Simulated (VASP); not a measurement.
Wanted: the native input for a VASP 6.6.1 run.

* Task: single point
* Functional: r2SCAN
* Potentials or basis: VASP PAW PBE potentials, release 64 (Li_sv, H)
* Cutoff: 520 eV
* k mesh: 10 × 10 × 10
* Occupations: gaussian, width 0.01 eV
* Spin: no spin polarisation
* Dipole correction: no
* Further INCAR settings: ALGO = Normal; EDIFF = 1e-06; NBANDS = 9

Crystal: LiH.

```xyz
2
Lattice="2.5017 0.0000 0.0000 0.0000 2.5017 0.0000 0.0000 0.0000 2.4716" Properties=species:S:1:pos:R:3 pbc="T T T"
Li    0.0000    0.0000    0.0000
H     1.2508    1.2508    1.2358
```

This cell differs from its parent crystal: uniaxial z strain -1.2%.

The input as run:

POSCAR

```
LiH
1.0
    2.5016587118      0.0000000000      0.0000000000
    0.0000000000      2.5016587118      0.0000000000
    0.0000000000      0.0000000000      2.4716388072
Li H
1 1
Direct
    0.0000000000      0.0000000000      0.0000000000
    0.5000000000      0.5000000000      0.5000000000
```

INCAR.step1

```
  PREC = Accurate
  ENCUT = 520
  ISMEAR = 0
  SIGMA = 0.01
  LREAL = False
  LASPH = True
  NELM = 80
  NBANDS = 9
  GGA = PE
  ALGO = Normal
  EDIFF = 1E-4
  LWAVE = True
  LCHARG = False
```

INCAR.step2

```
  PREC = Accurate
  ENCUT = 520
  EDIFF = 1E-6
  ISMEAR = 0
  SIGMA = 0.01
  LREAL = False
  LASPH = True
  NELM = 80
  ALGO = Normal
  ISIF = 2
  LWAVE = False
  LCHARG = True
  METAGGA = R2SCAN
  LMIXTAU = True
  LELF = True
  LVHAR = True
  NBANDS = 9
  ISTART = 1
```

KPOINTS

```
Automatic mesh
0
Gamma
  10 10 10
```

Potentials or basis: VASP PAW PBE potentials, release 64 (Li_sv, H).

Run with:

```sh
$ cat potpaw_PBE.64/Li_sv/POTCAR potpaw_PBE.64/H/POTCAR > POTCAR
$ cp INCAR.step1 INCAR
$ mpirun -np 1 vasp_std > vasp.out
$ cp INCAR.step2 INCAR
$ mpirun -np 1 vasp_std > vasp.out
```

It gave:

```
Band gap on the k mesh : 1.26 eV, indirect (least direct gap 4.86 eV)
```

Caveat: the cell differs from its parent crystal (uniaxial z strain -1.2%).

Wall time 32 s on 1 thread of Intel(R) Xeon(R) Platinum 8488C (Sapphire Rapids) (shared host), peak memory 0.12 GiB.
